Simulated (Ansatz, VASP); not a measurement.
## AlN: VASP beside Ansatz

```
Al N
1.0
     2.83285    0.00000    0.00000
    -1.41643    2.45332    0.00000
     0.00000    0.00000    4.84101
Al N
2 2
Direct
  0.00000 0.00000 0.00000
  0.00000 0.00000 0.50000
  0.33333 0.66667 0.25000
  0.66667 0.33333 0.75000
```

Alike in both runs: task single point; functional r2SCAN; k mesh 12 × 12 × 6; no spin polarisation.

```csv
,VASP,Ansatz
version,VASP 6.6.1,Ansatz 0.2.0
potentials or method,"VASP PAW PBE potentials, release 64 (Al, N)","plane waves, PAW"
plane-wave cutoff (eV),520,500
occupations,"gaussian, width 0.01 eV",fixed
valence electrons in the cell,16,16
```

Ansatz gave:

- gap on the k mesh at the Fermi level (eV): 5.69
- pressure (GPa): 0.0
- traceless stress, the component that is largest in VASP (GPa): 0.00

**Question.** Estimate VASP's values.

**Answer.** gap on the k mesh at the Fermi level (eV): 5.69; pressure (GPa): -0.8; traceless stress, the component that is largest in VASP (GPa): -0.11.

VASP's potentials were made for PBE, not for r2SCAN.
